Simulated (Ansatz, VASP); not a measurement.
## Two plane-wave programs on Pt

```
Pt
1.0
     0.00000    1.99928    1.99928
     1.99928    0.00000    1.99928
     1.99928    1.99928    0.00000
Pt
1
Direct
  0.00000 0.00000 0.00000
```

Alike in both runs: task single point; functional BLYP; k mesh 22 × 22 × 22; occupations fermi-dirac, width 0.1 eV; no spin polarisation.

|  | VASP | Ansatz |
| --- | --- | --- |
| version | VASP 6.6.1 | Ansatz 0.2.0 |
| potentials or method | VASP PAW PBE potentials, release 64 (Pt_sv_GW), cutoff 570 eV | plane waves (420 eV) with PAW, scalar-relativistic |
| valence electrons in the cell | 18 | 18 |

```csv
,VASP,Ansatz,Ansatz less VASP
pressure (GPa),8.9,9.1,+0.23
```

VASP's potentials were made for PBE, not for BLYP.

Spin-orbit coupling is off throughout.
